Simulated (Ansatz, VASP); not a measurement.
**Cr: VASP beside Ansatz**

```
Cr
1.0
    -1.42389    1.42389    1.42389
     1.42389   -1.42389    1.42389
     1.42389    1.42389   -1.42389
Cr
1
Direct
  0.00000 0.00000 0.00000
```

Alike in both runs: functional PBE; k mesh 20 × 20 × 20; occupations gaussian, width 0.1 eV; no spin polarisation.

Ansatz relaxed the structure, and its values are those at the end. VASP's run is a single point on that final structure, the one shown.

```csv
,VASP,Ansatz
version,VASP 6.6.1,Ansatz 0.2.0
potentials or method,"VASP PAW PBE potentials, release 64 (Cr_pv), cutoff 500 eV","scalar-relativistic, plane waves, PAW"
valence electrons in the cell,12,14
```

|  | VASP | Ansatz | Ansatz less VASP |
| --- | --- | --- | --- |
| gap on the k mesh at the Fermi level (eV) | none | none | - |
| pressure (GPa) | -1.3 | 0.0 | +1.27 |

A gap of «none» marks a metal or a gap that the smearing closes. The functional is the same, so the differences come from potentials, cutoffs and numerics. VASP's potentials hold 12 valence electrons a cell and Ansatz's 14, so a difference there can come from the potentials and not from the codes.
